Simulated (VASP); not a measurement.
Write the native input for VASP 6.6.1 that does the following.

```
Task                   : single point
Functional             : PBE
Potentials or basis    : VASP PAW PBE potentials, release 64 (Zr_sv)
Cutoff                 : 520 eV
k mesh                 : 18 × 18 × 8
Occupations            : gaussian, width 0.1 eV
Spin                   : no spin polarisation
Dipole correction      : no
Further INCAR settings : ALGO = Fast; EDIFF = 1e-07; NBANDS = 19
```

The structure of Zr lies in POSCAR:

```
Zr
1.0
    3.2325339349      0.0000000000      0.0000000000
   -1.6162669675      2.7994565062      0.0000000000
    0.0000000000      0.0000000000      5.1711459580
Zr
2
Direct
    0.3333333333      0.6666666667      0.2500000000
    0.6666666667      0.3333333333      0.7500000000
```

The input as run:

INCAR

```
SYSTEM = Zr
PREC = Accurate
ENCUT = 520
EDIFF = 1E-7
ISMEAR = 0
SIGMA = 0.1
LREAL = .False.
LASPH = .True.
NELM = 80
ALGO = Fast
ISIF = 2
LWAVE = .False.
LCHARG = .False.
GGA = PE
NBANDS = 19
```

KPOINTS

```
regular mesh
0
Gamma
  18 18 8
  0 0 0
```

Potentials or basis: VASP PAW PBE potentials, release 64 (Zr_sv).

Run with:

```bash
$ cat potpaw_PBE.64/Zr_sv/POTCAR > POTCAR
$ mpirun -np 1 vasp_std > vasp.out
```

Results of the run:

* Pressure: 0.0 GPa
* Band gap on the k mesh: zero (band 12 reaches 9.88 eV, above the bottom of band 13 at 8.70 eV)

Wall time 2.4 min on 1 thread of AMD EPYC 9R45 (Zen 5) (shared host), peak memory 0.22 GiB.
